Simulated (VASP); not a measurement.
# Al2Ru (I4/mmm) in VASP: notebook, part 2 of 2

VASP 6.6.1. Earlier steps stand in the parts before.

## (3) Single point, LDA, collinear spin, ferromagnetic start (12.25 Å³/atom)

This run uses another cell than the first one, of 12.25 Å³/atom.

INCAR reads:

```
  PREC = Accurate
  ENCUT = 520
  EDIFF = 1E-6
  ISMEAR = 0
  SIGMA = 0.15
  LREAL = F
  LASPH = T
  NELM = 150
  ALGO = Normal
  ISIF = 2
  LWAVE = F
  LCHARG = F
  ISPIN = 2
  MAGMOM = 0 0 1.125
  LORBIT = 11
  NUPDOWN = 1.125
  LMAXMIX = 4
  NBANDS = 21
```

KPOINTS reads:

```
Automatic mesh
0
Gamma
  20 20 20
```

POSCAR reads:

```
Al2Ru
1.0
   -1.5051732418      1.5051732418      4.0559750373
    1.5051732418     -1.5051732418      4.0559750373
    1.5051732418      1.5051732418     -4.0559750373
Al Ru
2 1
Direct
    0.6590860915      0.6590860915      0.0000000000
    0.3409139085      0.3409139085      0.0000000000
    0.0000000000      0.0000000000      0.0000000000
```

Potentials or basis: VASP PAW LDA potentials, release 64 (Al, Ru_pv).

Launch:

```
$ cat potpaw_LDA.64/Al/POTCAR potpaw_LDA.64/Ru_pv/POTCAR > POTCAR
$ mpirun -np 1 vasp_std > vasp.out
```

OUTCAR:

```text
PREC = Accurate
   ENCUT = 520
   EDIFF = 1E-6
   ISMEAR = 0
   LREAL = F
   LASPH = T
   NELM = 150
   ISIF = 2
   ISPIN = 2
   LORBIT = 11
   NUPDOWN = 1.125

 ion  position               nearest neighbor table
   1  0.659  0.659  0.000-   3 2.49   3 2.49   3 2.49   3 2.49   2 2.58   2 2.59   2 2.59   2 2.59
                             2 2.59   3 2.77
   2  0.341  0.341  0.000-   3 2.49   3 2.49   3 2.49   3 2.49   1 2.58   1 2.59   1 2.59   1 2.59
                             1 2.59   3 2.77
   3  0.000  0.000  0.000-   2 2.49   1 2.49   1 2.49   1 2.49   1 2.49   2 2.49   2 2.49   2 2.49
                             1 2.77   2 2.77

  LATTYP: Found a body centered tetragonal cell.
 ALAT       =     3.0103464836
 C/A-ratio  =     2.6946898368

  Lattice vectors:

 A1 = (  -1.5051732418,   1.5051732418,   4.0559750373)
 A2 = (   1.5051732418,  -1.5051732418,   4.0559750373)
 A3 = (   1.5051732418,   1.5051732418,  -4.0559750373)

Analysis of symmetry for initial positions (statically):
=====================================================================
 Subroutine PRICEL returns:
 Original cell was already a primitive cell.

 Routine SETGRP: Setting up the symmetry group for a
 body centered tetragonal supercell.

 Subroutine GETGRP returns: Found 16 space group operations
 (whereof 16 operations were pure point group operations)
 out of a pool of 16 trial point group operations.

The static configuration has the point symmetry D_4h.

Analysis of symmetry for dynamics (positions and initial velocities):
=====================================================================
 Subroutine PRICEL returns:
 Original cell was already a primitive cell.

 Routine SETGRP: Setting up the symmetry group for a
 body centered tetragonal supercell.

 Subroutine GETGRP returns: Found 16 space group operations
 (whereof 16 operations were pure point group operations)
 out of a pool of 16 trial point group operations.

The dynamic configuration has the point symmetry D_4h.

Analysis of structural, dynamic, and magnetic symmetry:
=====================================================================
 Subroutine PRICEL returns:
 Original cell was already a primitive cell.

 Routine SETGRP: Setting up the symmetry group for a
 body centered tetragonal supercell.

 Subroutine GETGRP returns: Found 16 space group operations
 (whereof 16 operations were pure point group operations)
 out of a pool of 16 trial point group operations.

The overall configuration has the point symmetry D_4h.

 Subroutine INISYM returns: Found 16 space group operations
 (whereof 16 operations are pure point group operations),
 and found     1 'primitive' translations

----------------------------------------------------------------------------------------

                                     Primitive cell

  volume of cell :      36.7560

  direct lattice vectors                    reciprocal lattice vectors
    -1.505173242  1.505173242  4.055975037     0.000000000  0.332187675  0.123274920
     1.505173242 -1.505173242  4.055975037     0.332187675  0.000000000  0.123274920
     1.505173242  1.505173242 -4.055975037     0.332187675  0.332187675  0.000000000

  length of vectors
     4.580614203  4.580614203  4.580614203     0.354323803  0.354323803  0.469784316

  position of ions in fractional coordinates (direct lattice)
     0.659086092  0.659086092  0.000000000
     0.340913908  0.340913908  0.000000000
     0.000000000  0.000000000  0.000000000

  ion indices of the primitive-cell ions
   primitive index   ion index
[... 76 lines left out ...]
   LREAL  =      F    real-space projection
   EDIFFG = 0.1E-04   stopping-criterion for IOM
   NSW    =      0    number of steps for IOM
   IBRION =     -1    ionic relax: 0-MD 1-quasi-New 2-CG
   NFREE  =      0    steps in history (QN), initial steepest desc. (CG)
   ISIF   =      2    stress and relaxation
   ISYM   =      2    0-nonsym 1-usesym 2-fastsym
   POTIM  = 0.5000    time-step for ionic-motion
   TEBEG  =    0.0;   TEEND  =   0.0 temperature during run
   PSTRESS=    0.0 pullay stress
   NELECT =      20.0000    total number of electrons
   NUPDOWN=       1.1250    fix difference up-down
   EMIN   =  10.00;   EMAX   =-10.00  energy-range for DOS
   EFERMI =   0.00;   METHOD = LEGACY
   ISMEAR =     0;   SIGMA  =   0.15  broadening in eV -4-tet -1-fermi 0-gaus
   EFERMI_NEDOS =   21; number of points for ismear=-14 and -15
   IALGO  =     38    algorithm
   IMIX   =      4    mixing-type and parameters
     AMIX     =   0.40;   BMIX     =  1.00
     AMIX_MAG =   1.60;   BMIX_MAG =  1.00
  volume/ion in A,a.u.               =      12.25        82.68
  Fermi-wavevector in a.u.,A,eV,Ry     =   1.336520  2.525656 24.303887  1.786285
  Thomas-Fermi vector in A             =   2.465140
   LORBIT       =     11    0 simple, 1 ext, 2 COOP (PROOUT), +10 PAW based schemes
   GGA     = CA    functional components
   LHFCALC =     F    Hartree Fock is set to
   AEXX    =    0.0000 exact exchange contribution
   IVDW    =     0    specifies the selected vdW correction
   LEPSILON=     F    determine dielectric tensor
   LRPA    =     F    only Hartree local field effects (RPA)
 spin polarized calculation
 Gauss-broadening in eV      SIGMA  =   0.15
  energy-cutoff  :      520.00
  volume of cell :       36.76
 maximum number of plane-waves:      1007
 NGX is ok and might be reduce to    36
   NGX = 17   NGY = 17   NGZ = 17

 number of electron      20.0000001 magnetization       1.1250000

 Free energy of the ion-electron system (eV)
  ---------------------------------------------------
  ext. energy  EPLUGINS =         0.00000000
  ---------------------------------------------------
  free energy    TOTEN  =       -20.10188900 eV

  energy without entropy =      -20.08616895  energy(sigma->0) =      -20.09402898

 E-fermi :  10.9031     XC(G=0): -12.6480

 val. band max:       13.1589330404   @ k =  -0.1000   0.3500   0.0500
 cond. band min:      10.9032325227   @ k =  -0.4000   0.4000   0.1500
 fundamental gap:     -2.2557005177
 Fermi energy:        13.1606218871

 spin component 1

 k-point     1 :       0.0000    0.0000    0.0000
  band No.  band energies     occupation
      1     -30.4430      1.00000
      2     -30.3763      1.00000
      3     -30.3763      1.00000
      4       0.1772      1.00000
      5       5.8669      1.00000
      6       7.6222      1.00000
[... 565 lines left out ...]
     20      25.5222      0.00000
     21      26.7763      0.00000

 [... further k-points ...]

 spin component 2

 k-point     1 :       0.0000    0.0000    0.0000
  band No.  band energies     occupation
      1     -30.0656      1.00000
      2     -29.9027      1.00000
      3     -29.9027      1.00000
      4       0.4458      1.00000
      5       6.1715      1.00000
      6       8.0806      1.00000
[... 565 lines left out ...]
     20      25.7619      0.00000
     21      27.0736      0.00000

 [... further k-points ...]

------------------------ aborting loop because EDIFF is reached ----------------------------------------

  FORCE on cell =-STRESS in cart. coord.  units (eV):
  Direction    XX          YY          ZZ          XY          YZ          ZX
  --------------------------------------------------------------------------------------
  -------------------------------------------------------------------------------------
  Total        6.2374944      6.2374944      4.8533203      0.0000000      0.0000000     -0.0000000
  in kB      271.8895444    271.8895444    211.5540269      0.0000000      0.0000000     -0.0000000
  external PRESSURE =     251.7777052 kB  Pullay stress =       0.0000000 kB

 VOLUME and BASIS-vectors are now :
 -----------------------------------------------------------------------------
  energy-cutoff  :      520.00
  volume of cell :       36.76
      direct lattice vectors                 reciprocal lattice vectors
    -1.505173242  1.505173242  4.055975037     0.000000000  0.332187675  0.123274920
     1.505173242 -1.505173242  4.055975037     0.332187675  0.000000000  0.123274920
     1.505173242  1.505173242 -4.055975037     0.332187675  0.332187675  0.000000000

 POSITION                                       TOTAL-FORCE (eV/Angst)
 -----------------------------------------------------------------------------------
      0.00000      0.00000      5.34647         0.000000      0.000000      0.134664
      0.00000      0.00000      2.76548        -0.000000     -0.000000     -0.134664
      0.00000      0.00000      0.00000        -0.000000     -0.000000     -0.000000
 -----------------------------------------------------------------------------------
    total drift:                                0.000000     -0.000000     -0.000000

  FREE ENERGIE OF THE ION-ELECTRON SYSTEM (eV)
  ---------------------------------------------------
  free  energy   TOTEN  =       -20.1018890050 eV

  energy  without entropy=      -20.0861689478  energy(sigma->0) =      -20.09402898

 total charge

# of ion       s       p       d       tot
------------------------------------------
    1        0.420   0.476   0.000   0.897
    2        0.420   0.476   0.000   0.897
    3        0.370   6.319   6.365  13.054
--------------------------------------------------
tot          1.210   7.271   6.365  14.847

 magnetization (x)

# of ion       s       p       d       tot
------------------------------------------
    1        0.014   0.044   0.000   0.058
    2        0.014   0.044   0.000   0.058
    3        0.010   0.047   0.610   0.667
--------------------------------------------------
tot          0.037   0.135   0.610   0.782
```

Wall time 40 min (1 thread of Oxide Virtual Turin-like, shared host); peak memory 0.72 GiB.

What came out:

```yaml
Free_energy: -20.1019 eV
Pressure: 25.2 GPa
Largest_force: 0.135 eV/Å
Net_moment: 1.12 μB per cell
Site_moments: Al +0.06; Ru +0.67 μB
Valence_electrons_inside_the_program's_atomic_spheres: Al 0.90; Ru 13.05
```

Forces in eV/Å, atoms in the order of the input:
```
Al   0.000  0.000  0.135
Al   0.000  0.000 -0.135
Ru   0.000  0.000  0.000
```

Caveat: the stress differs along the axes, from 21 to 27 GPa; the total moment is fixed, so each spin has its own Fermi level and the state may be an excited one.

## (4) Single point, LDA, collinear spin, ferromagnetic start (13.37 Å³/atom)

This run uses another cell than the first one, of 13.37 Å³/atom.

INCAR reads:

```
ALGO = Normal ; EDIFF = 1E-6
ENCUT = 520 ; ISIF = 2
ISMEAR = 0 ; ISPIN = 2
KPAR = 4 ; LASPH = T
LCHARG = F ; LMAXMIX = 4
LORBIT = 11 ; LREAL = F
LWAVE = F ; MAGMOM = 0 0 1.5
NBANDS = 21 ; NELM = 150
NUPDOWN = 1.5 ; PREC = Accurate
SIGMA = 0.15
```

KPOINTS reads:

```
k-points
0
Gamma
  20 20 20
```

POSCAR reads:

```
Al2Ru
1.0
   -1.5494602062      1.5494602062      4.1753146703
    1.5494602062     -1.5494602062      4.1753146703
    1.5494602062      1.5494602062     -4.1753146703
Al Ru
2 1
Direct
    0.6590860915      0.6590860915      0.0000000000
    0.3409139085      0.3409139085      0.0000000000
    0.0000000000      0.0000000000      0.0000000000
```

Launch:

```
$ cat potpaw_LDA.64/Al/POTCAR potpaw_LDA.64/Ru_pv/POTCAR > POTCAR
$ mpirun -np 4 vasp_std > vasp.out
```

It took 6.7 min on 4 MPI ranks of Oxide Virtual Turin-like, shared host; peak memory 0.78 GiB.

The run converged. Its results:

| Property | Result |
| --- | --- |
| Free energy | -19.9740 eV |
| Pressure | 7.1 GPa |
| Largest force | 0.177 eV/Å |
| Net moment | 1.50 μB per cell |
| Site moments | Al +0.07; Ru +0.95 μB |
| Valence electrons inside the program's atomic spheres | Al 0.85; Ru 12.87 |

Forces in eV/Å, atoms in the order of the input:
```
Al   0.000  0.000 -0.177
Al   0.000  0.000  0.177
Ru   0.000  0.000  0.000
```

Stress tensor (GPa, compression positive):
```
9.34 0.00 0.00
0.00 9.34 0.00
0.00 0.00 2.69
```

Caveat: the stress differs along the axes, from 3 to 9 GPa; the total moment is fixed, so each spin has its own Fermi level and the state may be an excited one.

## (5) Single point, LDA, collinear spin, ferromagnetic start (12.25 Å³/atom)

This run uses another cell than the first one, of 12.25 Å³/atom.

INCAR reads:

```
ALGO     = Normal         # electronic algorithm
EDIFF    = 1E-6           # SCF threshold, eV
ENCUT    = 520            # plane-wave cutoff, eV
GGA      = CA             # functional
ISIF     = 2              # what is computed and relaxed
ISMEAR   = 0              # smearing method
ISPIN    = 2              # spin polarisation
LASPH    = T              # aspherical terms in the spheres
LCHARG   = F              # write CHGCAR
LMAXMIX  = 4              # l up to which the mixer works
LORBIT   = 11             # projections on sites
LREAL    = F              # projectors in reciprocal space
LWAVE    = F              # write WAVECAR
MAGMOM   = 0 0 0.188      # initial moments
NBANDS   = 21             # bands
NELM     = 150            # most SCF steps
NUPDOWN  = 0.1875         # fixed moment
PREC     = Accurate       # precision mode
SIGMA    = 0.15           # smearing width, eV
```

KPOINTS is that of step 4.

POSCAR reads:

```
Al2Ru
1.0
   -1.5051732418      1.5051732418      4.0559750373
    1.5051732418     -1.5051732418      4.0559750373
    1.5051732418      1.5051732418     -4.0559750373
Al Ru
2 1
Direct
    0.6590860915      0.6590860915      0.0000000000
    0.3409139085      0.3409139085      0.0000000000
    0.0000000000      0.0000000000      0.0000000000
```

Launch:

```
$ cat potpaw_LDA.64/Al/POTCAR potpaw_LDA.64/Ru_pv/POTCAR > POTCAR
$ mpirun -np 1 vasp_std > vasp.out
```

Wall time 40 min (1 thread of Oxide Virtual Turin-like, shared host); peak memory 0.71 GiB.

Results (log left out):

- Free energy: -20.8525 eV
- Pressure: 21.0 GPa
- Largest force: 0.282 eV/Å
- Net moment: 0.19 μB per cell
- Site moments: Al +0.01; Ru +0.09 μB
- Valence electrons inside the program's atomic spheres: Al 0.90; Ru 13.02

Forces in eV/Å, atoms in the order of the input:
```
Al   0.000  0.000  0.282
Al   0.000  0.000 -0.282
Ru   0.000  0.000  0.000
```

Stress tensor (GPa, compression positive):
```
21.16  0.00  0.00
 0.00 21.16  0.00
 0.00  0.00 20.76
```

Caveat: the cell stands under pressure; the total moment is fixed, so each spin has its own Fermi level and the state may be an excited one.

## (6) Summary

```csv
fixed moment (μB),cell,pressure (GPa),moment (μB),largest force (eV/Å)
0.5625,"a = 4.437 Å, angles 141.6, 141.6, 55.4°, 3 atoms",53.9,0.56,0.65
1.125,"a = 4.581 Å, angles 141.6, 141.6, 55.4°, 3 atoms",25.2,1.12,0.13
1.5,"a = 4.715 Å, angles 141.6, 141.6, 55.4°, 3 atoms",7.1,1.50,0.18
0.1875,"a = 4.581 Å, angles 141.6, 141.6, 55.4°, 3 atoms",21.0,0.19,0.28
```

Alike in all rows: task single point; level LDA; potentials or basis VASP PAW LDA potentials, release 64 (Al, Ru_pv); spin collinear, ferromagnetic start; k mesh 20 × 20 × 20; cutoff (eV) 520; smearing gaussian 0.15 eV.

Caveats: the total moment is fixed, so each spin has its own Fermi level and the state may be an excited one; the cell stands under pressure (at least some runs); the stress differs along the axes, from 21 to 27 GPa (at least some runs); the stress differs along the axes, from 3 to 9 GPa (at least some runs).

Absolute energies hang on the potentials; compare differences alone.
